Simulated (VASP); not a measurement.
A run of VASP 6.6.1:

The input INCAR:

```
SYSTEM = SnW3
PREC = Accurate
ENCUT = 500
EDIFF = 1E-6
ISMEAR = 0
SIGMA = 0.1
LREAL = .FALSE.
LASPH = .TRUE.
NELM = 120
ALGO = Normal
ISIF = 2
LWAVE = .FALSE.
LCHARG = .FALSE.
GGA = PE
NBANDS = 36
GGA_COMPAT = .FALSE.
```

File KPOINTS:

```
Automatic mesh
0
G
  6 6 6
  0 0 0
```

Contents of POSCAR:

```
SnW3
1.0
   -2.0239077718      2.0239077718      4.5209368409
    2.0239077718     -2.0239077718      4.5209368409
    2.0239077718      2.0239077718     -4.5209368409
Sn W
1 3
Direct
    0.0000000000      0.0000000000      0.0000000000
    0.5000000000      0.5000000000      0.0000000000
    0.2500000000      0.7500000000      0.5000000000
    0.7500000000      0.2500000000      0.5000000000
```

Potentials or basis: VASP PAW PBE potentials, release 64 (Sn_d, W_sv).

Launch:

```sh
$ cat potpaw_PBE.64/Sn_d/POTCAR potpaw_PBE.64/W_sv/POTCAR > POTCAR
$ mpirun -np 1 vasp_std > vasp.out
```

Hardware: 1 thread of Intel(R) Xeon(R) 6975P-C (Granite Rapids), with other jobs on the host.

Problem. How long does it take, and how much memory?

Solution. Wall time 39 s on 1 thread of Intel(R) Xeon(R) 6975P-C (Granite Rapids), on a shared host, peak memory 0.26 GiB. Counts: scf iterations 14, k points 30.
